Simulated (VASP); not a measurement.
# CsH (I4mm) in VASP: a series of runs, part 2 of 2

VASP 6.6.1.

### 4 Single point, r2SCAN (all Cs atoms moved +0.312 Å, as atom 1 along Cartesian [0 0 1])

Input file POSCAR:

```
CsH
1.0
    0.0000000000      3.1880000000      3.1880000000
    3.1880000000      0.0000000000      3.1880000000
    3.1880000000      3.1880000000      0.0000000000
Cs H
1 1
Direct
    0.0490119197      0.0490119197     -0.0490119197
    0.5000000000      0.5000000000      0.5000000000
```

Input file INCAR.step1:

```
SYSTEM = CsH
ALGO = Normal ; EDIFF = 1E-4
ENCUT = 520 ; GGA = PE
ISMEAR = 0 ; LASPH = .TRUE.
LCHARG = .FALSE. ; LREAL = .FALSE.
LWAVE = .TRUE. ; NBANDS = 12
NELM = 100 ; PREC = Accurate
SIGMA = 0.05
```

Input file INCAR.step2:

```
SYSTEM = CsH
ALGO = Normal ; EDIFF = 1E-6
ENCUT = 520 ; ISIF = 2
ISMEAR = 0 ; ISTART = 1
LASPH = .TRUE. ; LCHARG = .TRUE.
LELF = .TRUE. ; LMIXTAU = .TRUE.
LREAL = .FALSE. ; LVHAR = .TRUE.
LWAVE = .FALSE. ; METAGGA = R2SCAN
NBANDS = 12 ; NELM = 100
PREC = Accurate ; SIGMA = 0.05
```

Input file KPOINTS:

```
k-points
0
G
  6 6 6
  0 0 0
```

Potentials or basis: VASP PAW PBE potentials, release 64 (Cs_sv, H).

Command:

```
$ cat potpaw_PBE.64/Cs_sv/POTCAR potpaw_PBE.64/H/POTCAR > POTCAR
$ cp INCAR.step1 INCAR
$ mpirun -np 1 vasp_std > vasp.out
$ cp INCAR.step2 INCAR
$ mpirun -np 1 vasp_std > vasp.out
```

OUTCAR:

```text
SYSTEM = CsH
   EDIFF = 1E-6
   ENCUT = 520
   ISIF = 2
   ISMEAR = 0
   ISTART = 1
   LASPH = .TRUE.
   LREAL = .FALSE.
   METAGGA = R2SCAN
   NELM = 100
   PREC = Accurate

 ion  position               nearest neighbor table
   1  0.049  0.049  0.951-
   2  0.500  0.500  0.500-

  LATTYP: Found a face centered cubic cell.
 ALAT       =     6.3760000000

  Lattice vectors:

 A1 = (   0.0000000000,   3.1880000000,   3.1880000000)
 A2 = (   3.1880000000,   0.0000000000,   3.1880000000)
 A3 = (   3.1880000000,   3.1880000000,   0.0000000000)

Analysis of symmetry for initial positions (statically):
=====================================================================
 Subroutine PRICEL returns:
 Original cell was already a primitive cell.

 Routine SETGRP: Setting up the symmetry group for a
 face centered cubic supercell.

 Subroutine GETGRP returns: Found  8 space group operations
 (whereof  8 operations were pure point group operations)
 out of a pool of 48 trial point group operations.

The static configuration has the point symmetry C_4v.

Analysis of symmetry for dynamics (positions and initial velocities):
=====================================================================
 Subroutine PRICEL returns:
 Original cell was already a primitive cell.

 Routine SETGRP: Setting up the symmetry group for a
 face centered cubic supercell.

 Subroutine GETGRP returns: Found  8 space group operations
 (whereof  8 operations were pure point group operations)
 out of a pool of 48 trial point group operations.

The dynamic configuration has the point symmetry C_4v.

 Subroutine INISYM returns: Found  8 space group operations
 (whereof  8 operations are pure point group operations),
 and found     1 'primitive' translations

----------------------------------------------------------------------------------------

                                     Primitive cell

  volume of cell :      64.8015
[... 112 lines left out ...]
  Thomas-Fermi vector in A             =   1.998146
   LORBIT       =      0    0 simple, 1 ext, 2 COOP (PROOUT), +10 PAW based schemes
   METAGGA = R2SCAN    functional components
   LHFCALC =     F    Hartree Fock is set to
   AEXX    =    0.0000 exact exchange contribution
   IVDW    =     0    specifies the selected vdW correction
   LEPSILON=     F    determine dielectric tensor
   LRPA    =     F    only Hartree local field effects (RPA)
 non-spin polarized calculation
 Gauss-broadening in eV      SIGMA  =   0.05
  energy-cutoff  :      520.00
  volume of cell :       64.80
 maximum number of plane-waves:      1807
 NGX is ok and might be reduce to    36
   NGX = 17   NGY = 17   NGZ = 17

 number of electron      10.0000001 magnetization

 Free energy of the ion-electron system (eV)
  ---------------------------------------------------
  ext. energy  EPLUGINS =         0.00000000
  ---------------------------------------------------
  free energy    TOTEN  =       -28.95570377 eV

  energy without entropy =      -28.95570377  energy(sigma->0) =      -28.95570377

 E-fermi :   0.0963     XC(G=0):  -7.5478

 val. band max:       -0.1405759927   @ k =   0.5000   0.0000   0.0000
 cond. band min:       2.5989294155   @ k =   0.5000   0.0000   0.0000
 fundamental gap:      2.7395054082
 Fermi energy:         0.0963031041

 k-point     1 :       0.0000    0.0000    0.0000
  band No.  band energies     occupation
      1     -22.1686      2.00000
      2      -8.2599      2.00000
      3      -8.2599      2.00000
      4      -8.2533      2.00000
      5      -1.7462      2.00000
      6       5.5616      0.00000
      7       5.5616      0.00000
      8       5.5819      0.00000
      9       6.0839      0.00000
     10       7.4681      0.00000
     11       7.4885      0.00000
     12       9.1212      0.00000
[... 331 lines left out ...]
 k-point    24 :       0.1667    0.5000    0.3333
  band No.  band energies     occupation
      1     -22.0810      2.00000
      2      -8.8732      2.00000
      3      -8.5699      2.00000
      4      -8.4233      2.00000
      5      -0.7100      2.00000
      6       4.0969      0.00000
      7       4.1179      0.00000
      8       6.0679      0.00000
      9       7.3555      0.00000
     10       8.4050      0.00000
     11       9.3774      0.00000
     12      10.6295      0.00000

 [... further k-points ...]
[... 5 lines left out ...]
  --------------------------------------------------------------------------------------
  -------------------------------------------------------------------------------------
  Total       -0.0351205     -0.0351205      0.3956231      0.0000000      0.0000000      0.0000000
  in kB       -0.8683337     -0.8683337      9.7815409      0.0000000      0.0000000      0.0000000
  external PRESSURE =       2.6816245 kB  Pullay stress =       0.0000000 kB

 VOLUME and BASIS-vectors are now :
 -----------------------------------------------------------------------------
  energy-cutoff  :      520.00
  volume of cell :       64.80
      direct lattice vectors                 reciprocal lattice vectors
     0.000000000  3.188000000  3.188000000    -0.156838143  0.156838143  0.156838143
     3.188000000  0.000000000  3.188000000     0.156838143 -0.156838143  0.156838143
     3.188000000  3.188000000  0.000000000     0.156838143  0.156838143 -0.156838143

 POSITION                                       TOTAL-FORCE (eV/Angst)
 -----------------------------------------------------------------------------------
      3.18800      3.18800      0.31250         0.000000      0.000000     -0.233608
      3.18800      3.18800      3.18800         0.000000      0.000000      0.233608
 -----------------------------------------------------------------------------------
    total drift:                                0.000000      0.000000     -0.000097

  FREE ENERGIE OF THE ION-ELECTRON SYSTEM (eV)
  ---------------------------------------------------
  free  energy   TOTEN  =       -28.9557037661 eV

  energy  without entropy=      -28.9557037661  energy(sigma->0) =      -28.95570377
```

It took 2.5 min on 1 thread of Intel Xeon 8259CL, shared host; peak memory 0.22 GiB.

Results:

| Quantity | Value |
| --- | --- |
| Free energy | -28.9557 eV |
| Pressure | 0.3 GPa |
| Largest force | 0.234 eV/Å |
| Band gap on the k mesh | 2.74 eV, direct |

Forces in eV/Å, atoms in the order of the input:
```
Cs   0.000  0.000 -0.234
H    0.000  0.000  0.234
```

Caveat: the cell differs from its parent crystal (all Cs atoms moved +0.312 Å, as atom 1 along Cartesian [0 0 1]); the PAW data sets were made with another functional, which shifts forces and pressure a little; spin-orbit coupling is left out, which moves the levels of the heavy elements. A k mesh can miss the band edges.

### 5 Single point, r2SCAN (all Cs atoms moved +0.188 Å, as atom 1 along Cartesian [0 0 1])

Changes to POSCAR since step 4:

```diff
@@ -8,3 +8,3 @@
 Direct
-    0.0490119197      0.0490119197     -0.0490119197
+    0.0294071518      0.0294071518     -0.0294071518
     0.5000000000      0.5000000000      0.5000000000
```

INCAR.step1 is that of step 4.

Input file INCAR.step2:

```
SYSTEM = CsH
ALGO = Normal ; EDIFF = 1E-7
ENCUT = 520 ; ISIF = 2
ISMEAR = 0 ; ISTART = 1
LASPH = .TRUE. ; LCHARG = .FALSE.
LMIXTAU = .TRUE. ; LREAL = .FALSE.
LWAVE = .FALSE. ; METAGGA = R2SCAN
NBANDS = 12 ; NELM = 100
PREC = Accurate ; SIGMA = 0.05
```

KPOINTS is that of step 4.

Potentials or basis: VASP PAW PBE potentials, release 64 (Cs_sv, H).

Command:

```
$ cat potpaw_PBE.64/Cs_sv/POTCAR potpaw_PBE.64/H/POTCAR > POTCAR
$ cp INCAR.step1 INCAR
$ mpirun -np 1 vasp_std > vasp.out
$ cp INCAR.step2 INCAR
$ mpirun -np 1 vasp_std > vasp.out
```

OUTCAR:

```text
SYSTEM = CsH
   EDIFF = 1E-7
   ENCUT = 520
   ISIF = 2
   ISMEAR = 0
   ISTART = 1
   LASPH = .TRUE.
   LREAL = .FALSE.
   METAGGA = R2SCAN
   NELM = 100
   PREC = Accurate

 ion  position               nearest neighbor table
   1  0.029  0.029  0.971-
   2  0.500  0.500  0.500-

  LATTYP: Found a face centered cubic cell.
 ALAT       =     6.3760000000

  Lattice vectors:

 A1 = (   0.0000000000,   3.1880000000,   3.1880000000)
 A2 = (   3.1880000000,   0.0000000000,   3.1880000000)
 A3 = (   3.1880000000,   3.1880000000,   0.0000000000)

Analysis of symmetry for initial positions (statically):
=====================================================================
 Subroutine PRICEL returns:
 Original cell was already a primitive cell.

 Routine SETGRP: Setting up the symmetry group for a
 face centered cubic supercell.

 Subroutine GETGRP returns: Found  8 space group operations
 (whereof  8 operations were pure point group operations)
 out of a pool of 48 trial point group operations.

The static configuration has the point symmetry C_4v.

Analysis of symmetry for dynamics (positions and initial velocities):
[... 166 lines left out ...]

 k-point     1 :       0.0000    0.0000    0.0000
  band No.  band energies     occupation
      1     -22.1793      2.00000
      2      -8.2668      2.00000
      3      -8.2668      2.00000
      4      -8.2640      2.00000
      5      -1.7570      2.00000
      6       5.5713      0.00000
      7       5.5713      0.00000
      8       5.5787      0.00000
      9       6.1756      0.00000
     10       7.4714      0.00000
     11       7.4869      0.00000
     12       9.1218      0.00000
[... 331 lines left out ...]
 k-point    24 :       0.1667    0.5000    0.3333
  band No.  band energies     occupation
      1     -22.0920      2.00000
      2      -8.8787      2.00000
      3      -8.5765      2.00000
      4      -8.4320      2.00000
      5      -0.7222      2.00000
      6       4.1030      0.00000
      7       4.1159      0.00000
      8       6.1380      0.00000
      9       7.3479      0.00000
     10       8.3438      0.00000
     11       9.3447      0.00000
     12      10.6095      0.00000

 [... further k-points ...]
[... 5 lines left out ...]
  --------------------------------------------------------------------------------------
  -------------------------------------------------------------------------------------
  Total       -0.0039085     -0.0039085      0.1503367      0.0000000      0.0000000      0.0000000
  in kB       -0.0966343     -0.0966343      3.7169847      0.0000000      0.0000000      0.0000000
  external PRESSURE =       1.1745720 kB  Pullay stress =       0.0000000 kB

 VOLUME and BASIS-vectors are now :
 -----------------------------------------------------------------------------
  energy-cutoff  :      520.00
  volume of cell :       64.80
      direct lattice vectors                 reciprocal lattice vectors
     0.000000000  3.188000000  3.188000000    -0.156838143  0.156838143  0.156838143
     3.188000000  0.000000000  3.188000000     0.156838143 -0.156838143  0.156838143
     3.188000000  3.188000000  0.000000000     0.156838143  0.156838143 -0.156838143

 POSITION                                       TOTAL-FORCE (eV/Angst)
 -----------------------------------------------------------------------------------
      3.18800      3.18800      0.18750         0.000000      0.000000     -0.123233
      3.18800      3.18800      3.18800         0.000000      0.000000      0.123233
 -----------------------------------------------------------------------------------
    total drift:                               -0.000000     -0.000000      0.000003

  FREE ENERGIE OF THE ION-ELECTRON SYSTEM (eV)
  ---------------------------------------------------
  free  energy   TOTEN  =       -28.9776433980 eV

  energy  without entropy=      -28.9776433980  energy(sigma->0) =      -28.97764340
```

It took 2.9 min on 1 thread of Intel Xeon 8259CL, shared host; peak memory 0.22 GiB.

What came out:

* Free energy: -28.9776 eV
* Pressure: 0.1 GPa
* Largest force: 0.123 eV/Å
* Band gap on the k mesh: 2.69 eV, direct

Forces in eV/Å, atoms in the order of the input:
```
Cs   0.000  0.000 -0.123
H    0.000  0.000  0.123
```

Stress tensor (GPa, compression positive):
```
-0.01  0.00  0.00
 0.00 -0.01  0.00
 0.00  0.00  0.37
```

Caveat: the cell differs from its parent crystal (all Cs atoms moved +0.188 Å, as atom 1 along Cartesian [0 0 1]); the PAW data sets were made with another functional, which shifts forces and pressure a little; spin-orbit coupling is left out, which moves the levels of the heavy elements. A k mesh can miss the band edges.
